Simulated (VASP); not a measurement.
Runs of VASP 6.6.1 on Mo3PbAu. The structure is that of space group Pm-3m (No. 221), or close to it. The cells are those of the table. 

| task | cell | k mesh | cutoff (eV) | gap on the mesh (eV) | pressure (GPa) | relaxed volume (Å³/atom) |
| --- | --- | --- | --- | --- | --- | --- |
| single point | a = 4.897 Å, 5 atoms | 8 × 8 × 8 | 520 | none | 0.0 | - |
| relaxation of cell and atoms | relaxed from a = 4.458 Å, 5 atoms | 4 × 4 × 4 | 600 | none | 0.1 | 23.35 |
| relaxation of cell and atoms | relaxed from a = 4.885 Å, 5 atoms | 8 × 8 × 8 | 600 | none | 0.0 | 23.48 |
| single point | a = 4.458 Å, 5 atoms | 4 × 4 × 4 | 520 | none | 58.6 | - |
| single point | a = 4.885 Å, 5 atoms | 4 × 4 × 4 | 520 | none | (a) | - |

Alike in all rows: level PBE; potentials or basis VASP PAW PBE potentials, release 64 (Mo_sv, Pb_d, Au); no spin polarisation; smearing gaussian 0.1 eV.

Question: Estimate the missing entries.

Answer: (a) 0.3.

Caveats: spin-orbit coupling is left out, which moves the levels of the heavy elements; the volume moved by over 15 % at a fixed basis, so the end points are rough (at least some runs); the cell stands under pressure (at least some runs).

A k mesh can miss the band edges, and the runs leave out spin-orbit coupling on Au, Mo, Pb.

A gap of «none» marks levels without a gap at the run's occupations.
